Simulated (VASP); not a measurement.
GaSb, 2 atoms in the cell. The structure is tetragonal, space group I-4m2 (No. 119). The conventional cell has a = 5.470 Å, b = 5.470 Å, c = 3.160 Å, α = 90.00°, β = 90.00°, γ = 90.00°. Sb (site symmetry -4m2) has 8 Ga at 2.85 to 3.62 Å and 2 Sb at 3.16 Å within 3.8 Å. Within 3.8 Å of Ga (site symmetry -4m2) lie 8 Sb at 2.85 to 3.62 Å and 2 Ga at 3.16 Å. 

| Quantity | Value |
| --- | --- |
| Program | VASP 6.6.1 |
| Task | single point |
| Functional | PBEsol |
| Potentials or basis | VASP PAW PBE potentials, release 64 (Sb, Ga_d) |
| Cutoff | 520 eV |
| k mesh | 10 × 10 × 10 |
| Occupations | fermi-dirac, width 0.05 eV |
| Spin | no spin polarisation |
| Dipole correction | no |
| Further INCAR settings | ALGO = Normal; EDIFF = 1e-06; NBANDS = 16 |

Potentials or basis: VASP PAW PBE potentials, release 64 (Sb, Ga_d).

Run with:

```console
$ cat potpaw_PBE.64/Sb/POTCAR potpaw_PBE.64/Ga_d/POTCAR > POTCAR
$ mpirun -np 1 vasp_std > vasp.out
```

Hardware: 1 thread of Intel(R) Xeon(R) 6975P-C (Granite Rapids) (shared host).

Task: How long does it take, and how much memory?

Result: It took 28 s on 1 thread of Intel(R) Xeon(R) 6975P-C (Granite Rapids), on a shared host, peak memory 0.22 GiB. Counts: scf iterations 10, k points 102.
